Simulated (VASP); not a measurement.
**Sc: single point with LDA**

Sc:

```
CELL_PARAMETERS angstrom
3.48000 0.00000 0.00000
0.00000 3.48000 0.00000
0.00000 0.00000 3.48000
ATOMIC_POSITIONS crystal
Sc 0.50000 0.50000 0.50000
```

```
Program             : VASP 6.6.1
Task                : single point
Functional          : LDA
Potentials or basis : VASP PAW LDA potentials, release 64 (Sc_sv)
Cutoff              : 520 eV
k mesh              : 7 × 7 × 7
Occupations         : fermi-dirac, width 0.01 eV
Spin                : no spin polarisation
```

```yaml
Pressure: -9.3 GPa
```

Levels at points of the mesh, in eV from the Fermi level:
```
           k point  band 3  band 4  band 5  band 6  band 7  band 8
(0.00, 0.00, 0.00)  -28.84  -28.84   -3.86   -0.20   -0.20    2.09
```

It took 17 s on 1 thread of Intel Xeon 8259CL, on a shared host, peak memory 0.14 GiB.
